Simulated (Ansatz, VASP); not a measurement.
## Two plane-wave programs on SiC

```
CELL_PARAMETERS angstrom
3.09637 0.00000 0.00000
-1.54819 2.68154 0.00000
0.00000 0.00000 5.08143
ATOMIC_POSITIONS crystal
Si 0.33333 0.66667 0.00450
Si 0.66667 0.33333 0.50450
C 0.33333 0.66667 0.38050
C 0.66667 0.33333 0.88050
```

Change from the starting cell: volume scaled by 1.02, ions relaxed.

Alike in both runs: task relaxation of the atoms; functional PBE; k mesh 16 × 16 × 9; occupations fermi-dirac, width 0.02 eV; no spin polarisation.

```csv
,VASP,Ansatz
version,VASP 6.6.1,Ansatz 0.2.0
potentials or method,"VASP PAW PBE potentials, release 64 (Si, C)","plane-wave PAW, scalar-relativistic"
plane-wave cutoff (eV),520,420
valence electrons in the cell,16,16
```

```tsv
	VASP	Ansatz	Ansatz less VASP
gap on the k mesh at the Fermi level, each at its own relaxed structure (eV)	2.38	2.38	+0.003
```

Ansatz's warnings: stress scf threshold loose.

Noted on VASP's run: the relaxation stopped at its first step, so nothing moved.
